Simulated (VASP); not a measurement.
Write the native input for VASP 6.6.1 that does the following.

* Task: density of states
* Functional: PBE
* Potentials or basis: VASP PAW PBE potentials, release 64 (Ga_d)
* Cutoff: 520 eV
* k mesh: 17 × 17 × 15
* Occupations: fermi-dirac, width 0.05 eV
* Spin: no spin polarisation
* Dipole correction: no
* k mesh for the DOS: 26 × 26 × 23
* Occupations for the DOS: tetrahedron
* Further INCAR settings: ALGO = Normal; EDIFF = 1e-06

Crystal: Ga.

```
Ga
1.0
     2.09971    0.00000    0.00000
    -1.04986    1.81841    0.00000
     0.00000    0.00000    2.03011
Ga
1
Cartesian
  0.0000 0.0000 0.0000
```

This cell differs from its parent crystal: volume scaled by 0.4.

These files were run (other wordings do the same):

POSCAR

```
Ga
1.0
    2.0997137466      0.0000000000      0.0000000000
   -1.0498568733      1.8184054452      0.0000000000
    0.0000000000      0.0000000000      2.0301126764
Ga
1
Direct
    0.0000000000      0.0000000000      0.0000000000
```

INCAR.step1

```
PREC     = Accurate       # precision mode
ENCUT    = 520            # plane-wave cutoff, eV
EDIFF    = 1E-6           # SCF threshold, eV
ISMEAR   = -1             # smearing method
SIGMA    = 0.05           # smearing width, eV
LREAL    = F              # projectors in reciprocal space
LASPH    = T              # aspherical terms in the spheres
NELM     = 100            # most SCF steps
ALGO     = Normal         # electronic algorithm
ISIF     = 2              # what is computed and relaxed
LWAVE    = F              # write WAVECAR
LCHARG   = T              # write CHGCAR
GGA      = PE             # functional
NBANDS   = 12             # bands
```

KPOINTS.step1

```
regular mesh
0
Gamma
  17 17 15
```

INCAR.step2

```
PREC     = Accurate       # precision mode
ENCUT    = 520            # plane-wave cutoff, eV
EDIFF    = 1E-6           # SCF threshold, eV
ISMEAR   = -5             # smearing method
SIGMA    = 0.05           # smearing width, eV
LREAL    = F              # projectors in reciprocal space
LASPH    = T              # aspherical terms in the spheres
NELM     = 100            # most SCF steps
ALGO     = Normal         # electronic algorithm
ISIF     = 2              # what is computed and relaxed
LWAVE    = F              # write WAVECAR
LCHARG   = F              # write CHGCAR
GGA      = PE             # functional
LORBIT   = 10             # projections on sites
NEDOS    = 2001           # points of the DOS
ICHARG   = 11             # starting density
```

KPOINTS.step2

```
regular mesh
0
Gamma
  26 26 23
```

Potentials or basis: VASP PAW PBE potentials, release 64 (Ga_d).

Launch:

```console
$ cat potpaw_PBE.64/Ga_d/POTCAR > POTCAR
$ cp INCAR.step1 INCAR
$ cp KPOINTS.step1 KPOINTS
$ mpirun -np 1 vasp_std > vasp.out
$ cp INCAR.step2 INCAR
$ cp KPOINTS.step2 KPOINTS
$ mpirun -np 1 vasp_std > vasp.out
```

Run time: 36 s on 1 thread of Intel(R) Xeon(R) Platinum 8488C (Sapphire Rapids), on a shared host, peak memory 0.2 GiB.
